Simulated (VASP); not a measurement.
# Si2W (I4/mmm) in VASP: further runs

The runs below take Si2W through single point, with PBE.

All numbers are computed with VASP 6.6.1; they aren't measurements. Logs are shortened: lines on timing, memory, paths and dates and some standing lists are left out, and cuts for length are marked.

**1. The cell of the first run**

Symmetry: I4/mmm, No. 139, tetragonal system. The conventional cell has a = 3.277 Å, b = 3.277 Å, c = 7.829 Å, α = 90.00°, β = 90.00°, γ = 90.00°. Within 3.4 Å of Si (site symmetry 4mm) lie 9 Si at 2.59 to 3.28 Å and 5 W at 2.62 to 2.65 Å. W (site symmetry 4/mmm) has 10 Si at 2.62 to 2.65 Å and 4 W at 3.28 Å within 3.5 Å.

**2. Single point, PBE (biaxial strain in the a-b plane: +1.5 %, then relaxed in part)**

The input, INCAR:

```
SYSTEM = Si2W
PREC = Accurate ; ENCUT = 520
EDIFF = 1E-7 ; ISMEAR = 0
SIGMA = 0.1 ; LREAL = .False.
LASPH = .True. ; NELM = 100
ALGO = Normal ; ISIF = 2
LWAVE = .False. ; LCHARG = .True.
GGA = PE ; LELF = .True.
LVHAR = .True. ; NBANDS = 31
```

The input, KPOINTS:

```
Automatic mesh
0
Gamma
  12 12 6
  0 0 0
```

The input, POSCAR:

```
Si2W
1.0
    3.2774302441      0.0000000000      0.0000000000
    0.0000000000      3.2774302441      0.0000000000
    0.0000000000      0.0000000000      7.8289200122
Si W
4 2
Direct
    0.0000000000      0.0000000000      0.3348919932
    0.5000000000      0.5000000000      0.1651080068
    0.5000000000      0.5000000000      0.8348919932
    0.0000000000      0.0000000000      0.6651080068
    0.0000000000      0.0000000000      0.0000000000
    0.5000000000      0.5000000000      0.5000000000
```

Potentials or basis: VASP PAW PBE potentials, release 64 (Si, W_sv).

Run with:

```sh
cat potpaw_PBE.64/Si/POTCAR potpaw_PBE.64/W_sv/POTCAR > POTCAR
mpirun -np 1 vasp_std > vasp.out
```

OUTCAR:

```text
SYSTEM = Si2W
   PREC = Accurate
   ENCUT = 520
   EDIFF = 1E-7
   ISMEAR = 0
   LREAL = .False.
   LASPH = .True.
   NELM = 100
   ISIF = 2
   GGA = PE

 ion  position               nearest neighbor table
   1  0.000  0.000  0.335-   4 2.59   5 2.62   6 2.65   6 2.65   6 2.65   6 2.65   2 2.67   2 2.67
                             2 2.67   2 2.67
   2  0.500  0.500  0.165-   3 2.59   6 2.62   5 2.65   5 2.65   5 2.65   5 2.65   1 2.67   1 2.67
                             1 2.67   1 2.67
   3  0.500  0.500  0.835-   2 2.59   6 2.62   5 2.65   5 2.65   5 2.65   5 2.65   4 2.67   4 2.67
                             4 2.67   4 2.67
   4  0.000  0.000  0.665-   1 2.59   5 2.62   6 2.65   6 2.65   6 2.65   6 2.65   3 2.67   3 2.67
                             3 2.67   3 2.67
   5  0.000  0.000  0.000-   1 2.62   4 2.62   3 2.65   2 2.65   2 2.65   3 2.65   2 2.65   3 2.65
                             2 2.65   3 2.65
   6  0.500  0.500  0.500-   2 2.62   3 2.62   1 2.65   4 2.65   1 2.65   4 2.65   1 2.65   4 2.65
                             1 2.65   4 2.65

  LATTYP: Found a simple tetragonal cell.
 ALAT       =     3.2774302441
 C/A-ratio  =     2.3887373427

  Lattice vectors:

 A1 = (   3.2774302441,   0.0000000000,   0.0000000000)
 A2 = (   0.0000000000,   3.2774302441,   0.0000000000)
 A3 = (   0.0000000000,   0.0000000000,   7.8289200122)

Analysis of symmetry for initial positions (statically):
=====================================================================
 Subroutine PRICEL returns following result:

  LATTYP: Found a body centered tetragonal cell.
 ALAT       =     3.2774302441
 C/A-ratio  =     2.3887373427

  Lattice vectors:

 A1 = (   1.6387151221,  -1.6387151221,  -3.9144600061)
 A2 = (  -1.6387151221,   1.6387151221,  -3.9144600061)
 A3 = (   1.6387151221,   1.6387151220,   3.9144600061)

   2 primitive cells build up your supercell.

 Routine SETGRP: Setting up the symmetry group for a
 simple tetragonal supercell.

 Subroutine GETGRP returns: Found 16 space group operations
 (whereof 16 operations were pure point group operations)
 out of a pool of 16 trial point group operations.

The static configuration has the point symmetry D_4h.

Analysis of symmetry for dynamics (positions and initial velocities):
=====================================================================
 Subroutine PRICEL returns following result:

  LATTYP: Found a body centered tetragonal cell.
 ALAT       =     3.2774302441
 C/A-ratio  =     2.3887373427

  Lattice vectors:

 A1 = (   1.6387151221,  -1.6387151221,  -3.9144600061)
 A2 = (  -1.6387151221,   1.6387151221,  -3.9144600061)
 A3 = (   1.6387151221,   1.6387151220,   3.9144600061)

   2 primitive cells build up your supercell.

 Routine SETGRP: Setting up the symmetry group for a
 simple tetragonal supercell.

 Subroutine GETGRP returns: Found 16 space group operations
 (whereof 16 operations were pure point group operations)
 out of a pool of 16 trial point group operations.

The dynamic configuration has the point symmetry D_4h.

 Subroutine INISYM returns: Found 16 space group operations
 (whereof 16 operations are pure point group operations),
 and found     2 'primitive' translations

----------------------------------------------------------------------------------------

                                     Primitive cell

  volume of cell :      42.0474

  direct lattice vectors                    reciprocal lattice vectors
     1.638715122 -1.638715122 -3.914460006     0.305117096  0.000000000 -0.127731539
    -1.638715122  1.638715122 -3.914460006     0.000000000  0.305117096 -0.127731539
     1.638715122  1.638715122  3.914460006     0.305117096  0.305117096  0.000000000

  length of vectors
     4.549040739  4.549040739  4.549040739     0.330774528  0.330774528  0.431500736

  position of ions in fractional coordinates (direct lattice)
     0.665108007  0.665108007  0.000000000
     0.334891993  0.334891993  0.000000000
     0.000000000  0.000000000  0.000000000

  ion indices of the primitive-cell ions
[... 47 lines left out ...]
   AEXX    =    0.0000 exact exchange contribution
   IVDW    =     0    specifies the selected vdW correction
   LEPSILON=     F    determine dielectric tensor
   LRPA    =     F    only Hartree local field effects (RPA)
 non-spin polarized calculation
 Gauss-broadening in eV      SIGMA  =   0.10
  energy-cutoff  :      520.00
  volume of cell :       84.09
 maximum number of plane-waves:      2296
   NGX = 13   NGY = 13   NGZ = 29

 number of electron      44.0000010 magnetization

 Free energy of the ion-electron system (eV)
  ---------------------------------------------------
  ext. energy  EPLUGINS =         0.00000000
  ---------------------------------------------------
  free energy    TOTEN  =       -49.57513799 eV

  energy without entropy =      -49.57149358  energy(sigma->0) =      -49.57331579

 E-fermi :  11.3827     XC(G=0): -12.3403

 val. band max:       11.3814624061   @ k =   0.0833   0.0000   0.0000
 cond. band min:      11.3860176634   @ k =   0.0833   0.0000   0.3333
 fundamental gap:      0.0045552572
 Fermi energy:        11.3826667857

 k-point     1 :       0.0000    0.0000    0.0000
  band No.  band energies     occupation
      1     -62.5428      2.00000
      2     -62.5428      2.00000
      3     -26.7804      2.00000
      4     -26.7804      2.00000
      5     -26.7792      2.00000
      6     -26.7792      2.00000
[... 23 lines left out ...]
     30      15.9491      0.00000
     31      16.0767      0.00000

 k-point     2 :       0.0833    0.0000    0.0000
  band No.  band energies     occupation
      1     -62.5425      2.00000
      2     -62.5424      2.00000
      3     -26.7921      2.00000
      4     -26.7909      2.00000
      5     -26.7793      2.00000
      6     -26.7781      2.00000
[... 23 lines left out ...]
     30      16.2301      0.00000
     31      16.2689      0.00000

 k-point     3 :       0.1667    0.0000    0.0000
  band No.  band energies     occupation
      1     -62.5415      2.00000
      2     -62.5414      2.00000
      3     -26.8239      2.00000
      4     -26.8229      2.00000
      5     -26.7762      2.00000
      6     -26.7752      2.00000
[... 703 lines left out ...]
     30      15.6211      0.00000
     31      16.1286      0.00000

 k-point    24 :       0.4167    0.3333    0.0000
  band No.  band energies     occupation
      1     -62.5336      2.00000
      2     -62.5335      2.00000
      3     -26.9231      2.00000
      4     -26.9231      2.00000
      5     -26.8889      2.00000
      6     -26.8886      2.00000
[... 23 lines left out ...]
     30      15.8523      0.00000
     31      16.4023      0.00000

 [... further k-points ...]

------------------------ aborting loop because EDIFF is reached ----------------------------------------

  FORCE on cell =-STRESS in cart. coord.  units (eV):
  Direction    XX          YY          ZZ          XY          YZ          ZX
  --------------------------------------------------------------------------------------
  -------------------------------------------------------------------------------------
  Total       -3.6551247     -3.6551247      0.0120026     -0.0000000      0.0000000      0.0000000
  in kB      -69.6376340    -69.6376340      0.2286736     -0.0000000      0.0000000      0.0000000
  external PRESSURE =     -46.3488648 kB  Pullay stress =       0.0000000 kB

 VOLUME and BASIS-vectors are now :
 -----------------------------------------------------------------------------
  energy-cutoff  :      520.00
  volume of cell :       84.09
      direct lattice vectors                 reciprocal lattice vectors
     3.277430244  0.000000000  0.000000000     0.305117096  0.000000000  0.000000000
     0.000000000  3.277430244  0.000000000     0.000000000  0.305117096  0.000000000
     0.000000000  0.000000000  7.828920012     0.000000000  0.000000000  0.127731539

 POSITION                                       TOTAL-FORCE (eV/Angst)
 -----------------------------------------------------------------------------------
      0.00000      0.00000      2.62184         0.000000      0.000000      0.000301
      1.63872      1.63872      1.29262         0.000000     -0.000000     -0.000301
      1.63872      1.63872      6.53630        -0.000000      0.000000      0.000301
      0.00000      0.00000      5.20708         0.000000     -0.000000     -0.000301
      0.00000      0.00000      0.00000         0.000000     -0.000000      0.000000
      1.63872      1.63872      3.91446        -0.000000      0.000000      0.000000
 -----------------------------------------------------------------------------------
    total drift:                                0.000000      0.000000     -0.000000

  FREE ENERGIE OF THE ION-ELECTRON SYSTEM (eV)
  ---------------------------------------------------
  free  energy   TOTEN  =       -49.5751379917 eV

  energy  without entropy=      -49.5714935836  energy(sigma->0) =      -49.57331579
```

Wall time 2.9 min (1 thread of Intel Xeon Platinum 8259CL at 2.50GHz (Skylake/Cascade Lake), shared host); peak memory 0.35 GiB.

What came out:

* Free energy: -49.5751 eV
* Pressure: -4.6 GPa
* Band gap on the k mesh: zero (bands 22 and 23 overlap by 1.10 eV)

Levels at points of the mesh, in eV from the Fermi level:
| k point | band 19 | band 20 | band 21 | band 22 | band 23 | band 24 | band 25 | band 26 |
| --- | --- | --- | --- | --- | --- | --- | --- | --- |
| (0.00, 0.00, 0.00) | -0.95 | -0.95 | -0.44 | -0.44 | 0.48 | 0.66 | 2.42 | 2.82 |
| (0.50, 0.00, 0.00) | -2.34 | -2.34 | -0.71 | -0.71 | 2.13 | 2.13 | 2.79 | 2.79 |
| (0.50, 0.50, 0.00) | -2.95 | -2.95 | -1.77 | -1.77 | 2.71 | 2.71 | 2.85 | 2.85 |
| (0.00, 0.00, 0.50) | -2.20 | -2.20 | 0.57 | 0.57 | 1.32 | 1.32 | 1.44 | 1.44 |
| (0.50, 0.00, 0.50) | -2.57 | -2.57 | -0.43 | -0.43 | 2.44 | 2.44 | 2.63 | 2.63 |
| (0.50, 0.50, 0.50) | -2.30 | -2.30 | -2.30 | -2.30 | 0.10 | 0.10 | 2.71 | 2.71 |

Caveat: the cell differs from its parent crystal (biaxial strain in the a-b plane: +1.5 %, then relaxed in part); the stress differs along the axes, from -7 to 0 GPa; spin-orbit coupling is left out, which moves the levels of the heavy elements.

**3. Single point, PBE (biaxial strain in the a-b plane: +3.0 %)**

The input, INCAR:

```
PREC     = Accurate       # precision mode
ENCUT    = 520            # plane-wave cutoff, eV
EDIFF    = 1E-7           # SCF threshold, eV
ISMEAR   = 0              # smearing method
SIGMA    = 0.1            # smearing width, eV
LREAL    = F              # projectors in reciprocal space
LASPH    = T              # aspherical terms in the spheres
NELM     = 60             # most SCF steps
ALGO     = Normal         # electronic algorithm
ISIF     = 2              # what is computed and relaxed
LWAVE    = F              # write WAVECAR
LCHARG   = T              # write CHGCAR
GGA      = PE             # functional
LELF     = T              # ELF
LVHAR    = T            
NBANDS   = 31             # bands
```

The input, KPOINTS:

```
Automatic mesh
0
Gamma
  12 12 6
```

Changes to POSCAR since step 2:

```diff
@@ -2,5 +2,5 @@
 1.0
-    3.2774302441      0.0000000000      0.0000000000
-    0.0000000000      3.2774302441      0.0000000000
-    0.0000000000      0.0000000000      7.8289200122
+    3.3258651738      0.0000000000      0.0000000000
+    0.0000000000      3.3258651738      0.0000000000
+    0.0000000000      0.0000000000      7.7252249188
 Si W
```

Potentials or basis: VASP PAW PBE potentials, release 64 (Si, W_sv).

Run with:

```sh
cat potpaw_PBE.64/Si/POTCAR potpaw_PBE.64/W_sv/POTCAR > POTCAR
mpirun -np 1 vasp_std > vasp.out
```

Run time: 4 min. Hardware: 1 thread of Intel Xeon Platinum 8259CL at 2.50GHz (Skylake/Cascade Lake), shared host; peak memory 0.37 GiB.

It converged, with:

| Quantity | Value |
| --- | --- |
| Free energy | -49.4060 eV |
| Pressure | -6.8 GPa |
| Largest force | 0.033 eV/Å |
| Band gap on the k mesh | zero (bands 22 and 23 overlap by 0.89 eV) |

Forces in eV/Å, atoms in the order of the input:
```
Si   0.000  0.000  0.033
Si   0.000  0.000 -0.033
Si   0.000  0.000  0.033
Si   0.000  0.000 -0.033
W    0.000  0.000  0.000
W    0.000  0.000  0.000
```

Stress tensor (GPa, compression positive):
```
-12.61   0.00   0.00
  0.00 -12.61   0.00
  0.00   0.00   4.80
```

Levels at points of the mesh, in eV from the Fermi level:
| k point | band 18 | band 19 | band 20 | band 21 | band 22 | band 23 | band 24 | band 25 | band 26 | band 27 |
| --- | --- | --- | --- | --- | --- | --- | --- | --- | --- | --- |
| (0.00, 0.00, 0.00) | -2.51 | -1.05 | -1.05 | -0.31 | -0.31 | 0.41 | 0.61 | 2.27 | 2.68 | 2.68 |
| (0.50, 0.00, 0.00) | -2.71 | -1.93 | -1.93 | -0.72 | -0.72 | 2.14 | 2.14 | 2.83 | 2.83 | 3.28 |
| (0.50, 0.50, 0.00) | -4.79 | -2.62 | -2.62 | -1.71 | -1.71 | 2.59 | 2.59 | 2.73 | 2.73 | 3.15 |
| (0.00, 0.00, 0.50) | -2.25 | -1.92 | -1.92 | 0.51 | 0.51 | 1.30 | 1.30 | 1.43 | 1.43 | 1.43 |
| (0.50, 0.00, 0.50) | -2.77 | -2.39 | -2.39 | -0.40 | -0.40 | 2.31 | 2.31 | 2.54 | 2.54 | 4.21 |
| (0.50, 0.50, 0.50) | -2.74 | -2.11 | -2.11 | -2.11 | -2.11 | 0.31 | 0.31 | 2.59 | 2.59 | 3.01 |

Caveat: the cell differs from its parent crystal (biaxial strain in the a-b plane: +3.0 %); the stress differs along the axes, from -13 to 5 GPa; spin-orbit coupling is left out, which moves the levels of the heavy elements.

**4. Single point, PBE (biaxial strain in the a-b plane: +3.0 %, then relaxed in part)**

The input, INCAR:

```
PREC = Accurate ; ENCUT = 520
EDIFF = 1E-6 ; ISMEAR = 0
SIGMA = 0.1 ; LREAL = F
LASPH = T ; NELM = 100
ALGO = Normal ; ISIF = 2
LWAVE = F ; LCHARG = T
GGA = PE ; LELF = T
LVHAR = T ; NBANDS = 31
```

KPOINTS is that of step 3.

The input, POSCAR:

```
Si2W
1.0
    3.3258651738      0.0000000000      0.0000000000
    0.0000000000      3.3258651738      0.0000000000
    0.0000000000      0.0000000000      7.7946056963
Si W
4 2
Direct
    0.0000000000      0.0000000000      0.3352089655
    0.5000000000      0.5000000000      0.1647910345
    0.5000000000      0.5000000000      0.8352089655
    0.0000000000      0.0000000000      0.6647910345
    0.0000000000      0.0000000000      0.0000000000
    0.5000000000      0.5000000000      0.5000000000
```

Run with:

```sh
cat potpaw_PBE.64/Si/POTCAR potpaw_PBE.64/W_sv/POTCAR > POTCAR
mpirun -np 1 vasp_std > vasp.out
```

It took 4.4 min on 1 thread of Intel Xeon Platinum 8259CL at 2.50GHz (Skylake/Cascade Lake), shared host; peak memory 0.37 GiB.

Results (log left out):

```yaml
Free_energy: -49.4177 eV
Pressure: -8.8 GPa
Band_gap_on_the_k_mesh: zero (bands 22 and 23 overlap by 0.93 eV)
```

Stress tensor (GPa, compression positive):
```
-13.14   0.00   0.00
  0.00 -13.14   0.00
  0.00   0.00   0.02
```

Levels at points of the mesh, in eV from the Fermi level:
| k point | band 19 | band 20 | band 21 | band 22 | band 23 | band 24 | band 25 | band 26 |
| --- | --- | --- | --- | --- | --- | --- | --- | --- |
| (0.00, 0.00, 0.00) | -1.00 | -1.00 | -0.34 | -0.34 | 0.42 | 0.61 | 2.25 | 2.68 |
| (0.50, 0.00, 0.00) | -2.03 | -2.03 | -0.69 | -0.69 | 2.12 | 2.12 | 2.79 | 2.79 |
| (0.50, 0.50, 0.00) | -2.68 | -2.68 | -1.72 | -1.72 | 2.57 | 2.57 | 2.72 | 2.72 |
| (0.00, 0.00, 0.50) | -1.97 | -1.97 | 0.52 | 0.52 | 1.23 | 1.23 | 1.41 | 1.41 |
| (0.50, 0.00, 0.50) | -2.39 | -2.39 | -0.39 | -0.39 | 2.30 | 2.30 | 2.57 | 2.57 |
| (0.50, 0.50, 0.50) | -2.15 | -2.15 | -2.15 | -2.15 | 0.22 | 0.22 | 2.57 | 2.57 |

Caveat: the cell differs from its parent crystal (biaxial strain in the a-b plane: +3.0 %, then relaxed in part); the stress differs along the axes, from -13 to 0 GPa; spin-orbit coupling is left out, which moves the levels of the heavy elements.

**5. Single point, PBE (biaxial strain in the a-b plane: +4.5 %)**

The input, INCAR:

```
  PREC = Accurate
  ENCUT = 520
  EDIFF = 1E-6
  ISMEAR = 0
  SIGMA = 0.1
  LREAL = False
  LASPH = True
  NELM = 80
  ALGO = Normal
  ISIF = 2
  LWAVE = False
  LCHARG = False
  GGA = PE
  NBANDS = 31
```

KPOINTS is that of step 4.

Changes to POSCAR since step 4:

```diff
@@ -2,5 +2,5 @@
 1.0
-    3.3258651738      0.0000000000      0.0000000000
-    0.0000000000      3.3258651738      0.0000000000
-    0.0000000000      0.0000000000      7.7946056963
+    3.3743001035      0.0000000000      0.0000000000
+    0.0000000000      3.3743001035      0.0000000000
+    0.0000000000      0.0000000000      7.6544234684
 Si W
```

Run with:

```sh
cat potpaw_PBE.64/Si/POTCAR potpaw_PBE.64/W_sv/POTCAR > POTCAR
mpirun -np 1 vasp_std > vasp.out
```

Wall time 4.6 min (1 thread of Intel Xeon Platinum 8259CL at 2.50GHz (Skylake/Cascade Lake), shared host); peak memory 0.37 GiB.

The run converged. Its results:

```
Free energy            : -49.1383 eV
Pressure               : -9.3 GPa
Largest force          : 0.021 eV/Å
Band gap on the k mesh : zero (bands 22 and 23 overlap by 0.71 eV)
```

Forces on the atoms (eV/Å):
```
Si   0.000  0.000  0.021
Si   0.000  0.000 -0.021
Si   0.000  0.000  0.021
Si   0.000  0.000 -0.021
W    0.000  0.000  0.000
W    0.000  0.000  0.000
```

Stress tensor (GPa, compression positive):
```
-17.77   0.00   0.00
  0.00 -17.77   0.00
  0.00   0.00   7.68
```

Levels at points of the mesh, in eV from the Fermi level:
```tsv
k point	band 20	band 21	band 22	band 23	band 24	band 25
(0.00, 0.00, 0.00)	-1.11	-0.20	-0.20	0.34	0.56	2.14
(0.50, 0.00, 0.00)	-1.58	-0.73	-0.73	2.07	2.07	2.88
(0.50, 0.50, 0.00)	-2.33	-1.66	-1.66	2.46	2.46	2.55
(0.00, 0.00, 0.50)	-1.70	0.45	0.45	1.27	1.27	1.41
(0.50, 0.00, 0.50)	-2.23	-0.37	-0.37	2.18	2.18	2.48
(0.50, 0.50, 0.50)	-1.96	-1.96	-1.96	0.47	0.47	2.46
```

Caveat: the cell differs from its parent crystal (biaxial strain in the a-b plane: +4.5 %); the stress differs along the axes, from -18 to 8 GPa; spin-orbit coupling is left out, which moves the levels of the heavy elements.

**6. Summary**

| cell | gap on the mesh (eV) | pressure (GPa) | largest force (eV/Å) |
| --- | --- | --- | --- |
| a = 3.277, b = 3.277, c = 7.829 Å, 6 atoms, atomic positions A | none | -4.6 | - |
| a = 3.326, b = 3.326, c = 7.725 Å, 6 atoms, atomic positions A | none | -6.8 | 0.03 |
| a = 3.326, b = 3.326, c = 7.795 Å, 6 atoms, atomic positions B | none | -8.8 | - |
| a = 3.374, b = 3.374, c = 7.654 Å, 6 atoms, atomic positions B | none | -9.3 | 0.02 |

Alike in all rows: task single point; level PBE; potentials or basis VASP PAW PBE potentials, release 64 (Si, W_sv); no spin polarisation; k mesh 12 × 12 × 6; cutoff (eV) 520; smearing gaussian 0.1 eV.

Caveats: spin-orbit coupling is left out, which moves the levels of the heavy elements; the stress differs along the axes, from -7 to 0 GPa (at least some runs); the stress differs along the axes, from -13 to 5 GPa (at least some runs); the stress differs along the axes, from -13 to 0 GPa (at least some runs); the stress differs along the axes, from -18 to 8 GPa (at least some runs).

Total energies depend on the potentials used, so only differences within one code and one set of settings carry meaning.

The gap in the log of VASP goes by the Fermi energy; the results here count the filled bands.